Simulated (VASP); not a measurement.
# SbS5 (F-43m) in VASP: notebook, part 2 of 2

VASP 6.6.1. Earlier steps stand in the parts before.

### Step 4. Relaxation of cell and atoms, PBE

This run uses another cell than the first one, of 18.70 Å³/atom.

Input file INCAR:

```
PREC     = Accurate       # precision mode
ENCUT    = 600            # plane-wave cutoff, eV
EDIFF    = 1E-6           # SCF threshold, eV
ISMEAR   = 0              # smearing method
SIGMA    = 0.1            # smearing width, eV
LREAL    = False          # projectors in reciprocal space
LASPH    = True           # aspherical terms in the spheres
NELM     = 80             # most SCF steps
ALGO     = Normal         # electronic algorithm
ISIF     = 3              # what is computed and relaxed
LWAVE    = False          # write WAVECAR
LCHARG   = False          # write CHGCAR
GGA      = PE             # functional
IBRION   = 2              # ionic algorithm
NSW      = 100            # ionic steps
EDIFFG   = -0.01          # ionic threshold
```

Input file KPOINTS:

```
Automatic mesh
0
Gamma
  8 8 8
```

Input file POSCAR:

```
SbS5
1.0
    0.0000000000      3.8278617374      3.8278617374
    3.8278617374      0.0000000000      3.8278617374
    3.8278617374      3.8278617374      0.0000000000
Sb S
1 5
Direct
    0.0000000000      0.0000000000      0.0000000000
    0.7500000000      0.7500000000      0.7500000000
    0.3881187171      0.3881187171      0.8356438487
    0.3881187171      0.8356438487      0.3881187171
    0.3881187171      0.3881187171      0.3881187171
    0.8356438487      0.3881187171      0.3881187171
```

Potentials or basis: VASP PAW PBE potentials, release 64 (Sb, S).

On the command line:

```console
> cat potpaw_PBE.64/Sb/POTCAR potpaw_PBE.64/S/POTCAR > POTCAR
> mpirun -np 1 vasp_std > vasp.out
```

OUTCAR:

```text
PREC = Accurate
   ENCUT = 600
   EDIFF = 1E-6
   ISMEAR = 0
   LREAL = False
   LASPH = True
   NELM = 80
   ISIF = 3
   GGA = PE
   IBRION = 2
   NSW = 100
   EDIFFG = -0.01

 ion  position               nearest neighbor table
   1  0.000  0.000  0.000-   3 3.21   4 3.21   6 3.21   4 3.21   5 3.21   6 3.21   3 3.21   5 3.21
                             6 3.21   3 3.21   4 3.21   5 3.21
   2  0.750  0.750  0.750-
   3  0.388  0.388  0.836-   4 2.42   5 2.42   6 2.42   1 3.21   1 3.21   1 3.21
   4  0.388  0.836  0.388-   3 2.42   5 2.42   6 2.42   1 3.21   1 3.21   1 3.21
   5  0.388  0.388  0.388-   3 2.42   4 2.42   6 2.42   1 3.21   1 3.21   1 3.21
   6  0.836  0.388  0.388-   3 2.42   4 2.42   5 2.42   1 3.21   1 3.21   1 3.21

  LATTYP: Found a face centered cubic cell.
 ALAT       =     7.6557234748

  Lattice vectors:

 A1 = (   0.0000000000,   3.8278617374,   3.8278617374)
 A2 = (   3.8278617374,   0.0000000000,   3.8278617374)
 A3 = (   3.8278617374,   3.8278617374,   0.0000000000)

Analysis of symmetry for initial positions (statically):
=====================================================================
 Subroutine PRICEL returns:
 Original cell was already a primitive cell.

[... 185 lines left out ...]
  --------------------------------------------------------------------------------------
  -------------------------------------------------------------------------------------
  Total       -0.5340388     -0.5340388     -0.5340388     -0.0000000     -0.0000000     -0.0000000
  in kB       -7.6275426     -7.6275426     -7.6275426     -0.0000000     -0.0000000     -0.0000000
  external PRESSURE =      -7.6275426 kB  Pullay stress =       0.0000000 kB
[... 227 lines left out ...]
--------------------------------------- Ionic step        7  -------------------------------------------

 number of electron      34.9999999 magnetization

 Free energy of the ion-electron system (eV)
  ---------------------------------------------------
  ext. energy  EPLUGINS =         0.00000000
  ---------------------------------------------------
  free energy    TOTEN  =       -18.92893815 eV

  energy without entropy =      -18.90224514  energy(sigma->0) =      -18.91559165

 E-fermi :   7.4411     XC(G=0): -10.7799

 val. band max:        7.4322554089   @ k =   0.5000   0.3750   0.1250
 cond. band min:       7.4613644236   @ k =  -0.2500   0.3750   0.1250
 fundamental gap:      0.0291090148
 Fermi energy:         7.4411153976

 k-point     1 :       0.0000    0.0000    0.0000
  band No.  band energies     occupation
      1      -9.1860      2.00000
      2      -4.3587      2.00000
      3      -4.3587      2.00000
      4      -4.3587      2.00000
      5      -3.8916      2.00000
      6      -1.7009      2.00000
[... 565 lines left out ...]
     20       8.4560      0.00000
     21       9.2341      0.00000

 [... further k-points ...]

------------------------ aborting loop because EDIFF is reached ----------------------------------------

  FORCE on cell =-STRESS in cart. coord.  units (eV):
  Direction    XX          YY          ZZ          XY          YZ          ZX
  --------------------------------------------------------------------------------------
  -------------------------------------------------------------------------------------
  Total       -0.0315177     -0.0315177     -0.0315177     -0.0000000     -0.0000000     -0.0000000
  in kB       -0.4649723     -0.4649723     -0.4649723     -0.0000000     -0.0000000     -0.0000000
  external PRESSURE =      -0.4649723 kB  Pullay stress =       0.0000000 kB
[... 21 lines left out ...]
  FREE ENERGIE OF THE ION-ELECTRON SYSTEM (eV)
  ---------------------------------------------------
  free  energy   TOTEN  =       -18.9289381525 eV

  energy  without entropy=      -18.9022451422  energy(sigma->0) =      -18.91559165

 reached required accuracy - stopping structural energy minimisation
```

OSZICAR:

```text
N       E                     dE             d eps       ncg     rms          rms(c)
DAV:   1     0.220958520214E+03    0.22096E+03   -0.15907E+04  1218   0.159E+03
DAV:   2    -0.139655029214E+01   -0.22236E+03   -0.21753E+03  1613   0.246E+02
DAV:   3    -0.189584978921E+02   -0.17562E+02   -0.17182E+02  1464   0.777E+01
DAV:   4    -0.197786758847E+02   -0.82018E+00   -0.79687E+00  1756   0.150E+01
[... 65 lines left out ...]
DAV:   2    -0.189289725163E+02   -0.69054E-04   -0.16215E-03  1518   0.232E-01    0.351E-02
DAV:   3    -0.189289480904E+02    0.24426E-04   -0.11428E-04  1687   0.565E-02    0.254E-02
DAV:   4    -0.189289398684E+02    0.82220E-05   -0.38194E-05  1651   0.302E-02    0.137E-02
DAV:   5    -0.189289375525E+02    0.23158E-05   -0.11466E-05  1349   0.177E-02    0.832E-03
DAV:   6    -0.189289381525E+02   -0.59992E-06   -0.10453E-06   734   0.620E-03
   7 F= -.18928938E+02 E0= -.18915592E+02  d E =-.142911E-03
```

CONTCAR:

```text
SbS5
   1.00000000000000
    -0.0000000000000000    3.7867741216244801    3.7867741216244801
     3.7867741216244801    0.0000000000000000    3.7867741216244801
     3.7867741216244801    3.7867741216244801   -0.0000000000000000
  Sb              S
     1     5
Direct
     1.0000000000000000    1.0000000000000000    1.0000000000000000
     0.7500000000000000    0.7500000000000000    0.7500000000000000
     0.3829300139717529    0.3829300139717529    0.8512099580847415
     0.3829300139717529    0.8512099580847415    0.3829300139717529
     0.3829300139717529    0.3829300139717529    0.3829300139717529
     0.8512099580847415    0.3829300139717529    0.3829300139717529

  0.00000000E+00  0.00000000E+00  0.00000000E+00
  0.00000000E+00  0.00000000E+00  0.00000000E+00
  0.00000000E+00  0.00000000E+00  0.00000000E+00
  0.00000000E+00  0.00000000E+00  0.00000000E+00
  0.00000000E+00  0.00000000E+00  0.00000000E+00
  0.00000000E+00  0.00000000E+00  0.00000000E+00
```

Run time: 4 min. Hardware: 1 thread of Intel Xeon 6975P-C (Granite Rapids), shared host; peak memory 0.37 GiB.

What came out:

```
Free energy                           : -18.9289 eV
Relaxed volume                        : 18.10 Å³/atom
Relaxed cell                          : a = 5.355 Å, b = 5.355 Å, c = 5.355 Å, α = 60.00°, β = 60.00°, γ = 60.00°
Space group after relaxing (to 0.1 Å) : F-43m (No. 216)
Energy gained by relaxing             : 9.4 meV/atom
Ionic steps                           : 7
Pressure after relaxing               : 0.0 GPa
Largest force after relaxing          : 0.008 eV/Å
Band gap on the k mesh                : zero (an odd number of electrons rules out a gap without spin polarisation)
```

Forces in eV/Å, atoms in the order of the input:
```
Sb   0.000  0.000  0.000
S    0.000  0.000  0.000
S    0.005  0.005 -0.005
S    0.005 -0.005  0.005
S   -0.005 -0.005 -0.005
S   -0.005  0.005  0.005
```

Step by step:
```csv
step,energy change (eV),largest force (eV/Å),pressure (GPa),volume (Å³)
1,0.0000,0.3635,-0.76,112.18
2,-0.0272,0.2696,-0.37,110.74
3,-0.0505,0.0756,1.11,107.04
4,-0.0514,0.1026,0.83,107.63
5,-0.0557,0.0124,-0.42,109.13
6,-0.0563,0.0150,-0.09,108.72
7,-0.0565,0.0083,-0.05,108.60
```

Final structure:
```
CELL_PARAMETERS angstrom
0.00000 3.78677 3.78677
3.78677 0.00000 3.78677
3.78677 3.78677 0.00000
ATOMIC_POSITIONS crystal
Sb 0.00000 0.00000 0.00000
S 0.75000 0.75000 0.75000
S 0.38293 0.38293 0.85121
S 0.38293 0.85121 0.38293
S 0.38293 0.38293 0.38293
S 0.85121 0.38293 0.38293
```

Caveat: spin-orbit coupling is left out, which moves the levels of the heavy elements.

### Step 5. Overview

| task | cell | k mesh | cutoff (eV) | gap on the mesh (eV) | pressure (GPa) | relaxed volume (Å³/atom) | largest force (eV/Å) |
| --- | --- | --- | --- | --- | --- | --- | --- |
| single point | a = 5.357 Å, angles 60.0°, 6 atoms, atomic positions A | 8 × 8 × 8 | 520 | none | -0.3 | - | 0.03 |
| relaxation of cell and atoms | relaxed from a = 6.119 Å, angles 60.0°, 6 atoms, atomic positions B | 4 × 4 × 4 | 600 | none | 0.1 | 18.60 | 0.03 |
| relaxation of cell and atoms | relaxed from a = 5.413 Å, angles 60.0°, 6 atoms, atomic positions C | 8 × 8 × 8 | 600 | none | 0.0 | 18.10 | 0.01 |

Alike in all rows: level PBE; potentials or basis VASP PAW PBE potentials, release 64 (Sb, S); no spin polarisation; smearing gaussian 0.1 eV.

Caveats: spin-orbit coupling is left out, which moves the levels of the heavy elements; the volume moved by over 15 % at a fixed basis, so the end points are rough (at least some runs).

Total energies depend on the potentials used, so only differences within one code and one set of settings carry meaning.
